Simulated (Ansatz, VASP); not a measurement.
# Cd in VASP and in Ansatz

```
Cd
1.0
     3.01485    0.00000    0.00000
    -1.50743    2.61094    0.00000
     0.00000    0.00000    5.82763
Cd
2
Cartesian
  0.0000 1.7406 1.4569
  1.5074 0.8703 4.3707
```

Alike in both runs: functional PBE; k mesh 18 × 18 × 8; occupations gaussian, width 0.1 eV; no spin polarisation.

Ansatz relaxed the structure, and its values are those at the end. VASP's run is a single point on that final structure, the one shown.

```csv
,VASP,Ansatz
version,VASP 6.6.1,Ansatz 0.2.0
potentials or method,"VASP PAW PBE potentials, release 64 (Cd), cutoff 520 eV","scalar-relativistic, plane waves, PAW"
valence electrons in the cell,24,40
```

Ansatz gave:

```
gap on the k mesh at the Fermi level (eV) : none
pressure (GPa)                            : 0.0
```

Task: What did VASP give for the same quantities?

Result: gap on the k mesh at the Fermi level (eV): none; pressure (GPa): 0.3.

A gap of «none» marks a metal or a gap that the smearing closes. With one functional, cell and mesh, what is left measures potentials, basis and numerics. VASP's potentials hold 24 valence electrons a cell and Ansatz's 40, so a difference there can come from the potentials and not from the codes.
